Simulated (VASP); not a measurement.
C: single point with LDA

The system is C.

```
C
1.0
     0.00000    1.98428    1.85847
     1.45455    0.00000    1.85847
     1.45455    1.98428    0.00000
C
2
Direct
  0.50000 0.50000 0.50000
  0.75000 0.75000 0.75000
```

This cell differs from its parent crystal: strain +e along x and -e along y -0.1500, strain +e along z and -e/2 along x and y +0.0525.

```
Program             : VASP 6.6.1
Task                : single point
Functional          : LDA
Potentials or basis : VASP PAW LDA potentials, release 64 (C_h)
Cutoff              : 910 eV
k mesh              : 12 × 12 × 12
Occupations         : gaussian, width 0.05 eV
Spin                : no spin polarisation
```

The pressure is 13.6 GPa and the band gap on the k mesh is zero (band 4 reaches 14.11 eV, above the bottom of band 5 at 11.80 eV).

Stress tensor (GPa, compression positive):
```
137.81   0.00   0.00
  0.00 -97.41   0.00
  0.00   0.00   0.32
```

Levels at points of the mesh, in eV from the Fermi level:
```tsv
k point	band 1	band 2	band 3	band 4	band 5	band 6	band 7	band 8	band 9
(0.00, 0.00, 0.00)	-22.87	-2.78	-1.09	1.44	3.48	6.45	7.25	12.82	19.45
(0.50, 0.00, 0.00)	-16.33	-14.55	-5.78	-1.86	3.75	6.67	12.08	15.86	22.14
(0.50, 0.50, 0.00)	-14.64	-14.64	-5.76	-5.76	6.35	6.35	12.76	12.76	19.27
(0.50, 0.00, 0.50)	-15.63	-15.63	-4.83	-4.83	7.81	7.81	13.62	13.62	19.59
(0.00, 0.50, 0.50)	-10.44	-10.44	-9.79	-9.79	0.07	0.07	16.72	16.72	24.41
```

Run time: 21 s on 1 thread of Intel(R) Xeon(R) 6975P-C (Granite Rapids), on a shared host, peak memory 0.16 GiB.

Caveat: the cell differs from its parent crystal (strain +e along x and -e along y -0.1500, strain +e along z and -e/2 along x and y +0.0525); the cutoff is under 1.25 times the usual one of these potentials, so pressure, stress and relaxed cells hold a basis-set (Pulay) error.
